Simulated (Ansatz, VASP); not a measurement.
**NaH: VASP beside Ansatz**

```
Na H
1.0
     0.00000    2.28614    2.47703
     2.28614    0.00000    2.47703
     2.28614    2.28614    0.00000
Na H
1 1
Direct
  0.00000 0.00000 0.00000
  0.50000 0.50000 0.50000
```

Alike in both runs: task single point; functional r2SCAN; k mesh 10 × 10 × 10; occupations fermi-dirac, width 0.2 eV; no spin polarisation.

|  | VASP | Ansatz |
| --- | --- | --- |
| version | VASP 6.6.1 | Ansatz 0.2.0 |
| potentials or method | VASP PAW PBE potentials, release 64 (Na_pv, H), cutoff 520 eV | scalar-relativistic, plane waves, PAW |
| valence electrons in the cell | 8 | 10 |

```csv
,VASP,Ansatz,Ansatz less VASP
gap on the k mesh at the Fermi level (eV),4.49,4.48,-0.014
least direct gap on the mesh (eV),5.19,5.18,-0.017
pressure (GPa),1.8,2.0,+0.19
"traceless stress, the component that is largest in VASP (GPa)",-2.41,-2.40,+0.006
```

VASP's potentials were made for PBE, not for r2SCAN. VASP's potentials hold 8 valence electrons a cell and Ansatz's 10, so a difference there can come from the potentials and not from the codes.
